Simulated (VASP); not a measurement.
Wanted: the native input for a VASP 6.6.1 run.

```yaml
Task: single point
Functional: LDA
Potentials_or_basis: VASP PAW LDA potentials, release 64 (Ta_pv, Sb)
Cutoff: 520 eV
k_mesh: 8 × 8 × 8
Occupations: gaussian, width 0.1 eV
Spin: no spin polarisation
Dipole_correction: no
k_mesh_for_the_DOS: 12 × 12 × 12
Occupations_for_the_DOS: tetrahedron
Further_INCAR_settings: ALGO = Fast; EDIFF = 1e-07
```

Crystal: Ta3Sb.

```
CELL_PARAMETERS angstrom
5.20059 0.00000 0.00000
0.00000 5.20059 0.00000
0.00000 0.00000 5.20059
ATOMIC_POSITIONS crystal
Ta 0.25000 0.00000 0.50000
Ta 0.50000 0.75000 0.00000
Ta 0.75000 0.00000 0.50000
Ta 0.50000 0.25000 0.00000
Ta 0.00000 0.50000 0.75000
Ta 0.00000 0.50000 0.25000
Sb 0.00000 0.00000 0.00000
Sb 0.50000 0.50000 0.50000
```

One way to write it, as run:

POSCAR

```
Ta3Sb
1.0
    5.2005941987      0.0000000000      0.0000000000
    0.0000000000      5.2005941987      0.0000000000
    0.0000000000      0.0000000000      5.2005941987
Ta Sb
6 2
Direct
    0.2500000000      0.0000000000      0.5000000000
    0.5000000000      0.7500000000      0.0000000000
    0.7500000000      0.0000000000      0.5000000000
    0.5000000000      0.2500000000      0.0000000000
    0.0000000000      0.5000000000      0.7500000000
    0.0000000000      0.5000000000      0.2500000000
    0.0000000000      0.0000000000      0.0000000000
    0.5000000000      0.5000000000      0.5000000000
```

INCAR.step1

```
SYSTEM = Ta3Sb
ALGO = Fast
EDIFF = 1E-7
ENCUT = 520
GGA = CA
ISIF = 2
ISMEAR = 0
LASPH = .True.
LCHARG = .True.
LMAXMIX = 4
LREAL = .False.
LWAVE = .False.
NBANDS = 48
NELM = 80
PREC = Accurate
SIGMA = 0.1
```

KPOINTS.step1

```
k-points
0
Gamma
  8 8 8
  0 0 0
```

INCAR.step2

```
SYSTEM = Ta3Sb
ALGO = Fast
EDIFF = 1E-7
ENCUT = 520
GGA = CA
ICHARG = 11
ISIF = 2
ISMEAR = -5
LASPH = .True.
LCHARG = .False.
LMAXMIX = 4
LORBIT = 10
LREAL = .False.
LWAVE = .False.
NEDOS = 1001
NELM = 80
PREC = Accurate
SIGMA = 0.1
```

KPOINTS.step2

```
k-points
0
Gamma
  12 12 12
  0 0 0
```

Potentials or basis: VASP PAW LDA potentials, release 64 (Ta_pv, Sb).

Launch:

```bash
$ cat potpaw_LDA.64/Ta_pv/POTCAR potpaw_LDA.64/Sb/POTCAR > POTCAR
$ cp INCAR.step1 INCAR
$ cp KPOINTS.step1 KPOINTS
$ mpirun -np 1 vasp_std > vasp.out
$ cp INCAR.step2 INCAR
$ cp KPOINTS.step2 KPOINTS
$ mpirun -np 1 vasp_std > vasp.out
```

It gave:

The valence electrons inside the program's atomic spheres are Ta 9.03; Sb 2.60.

Wall time 5.4 min on 1 thread of Intel(R) Xeon(R) 6975P-C (Granite Rapids), on a shared host, peak memory 0.48 GiB.
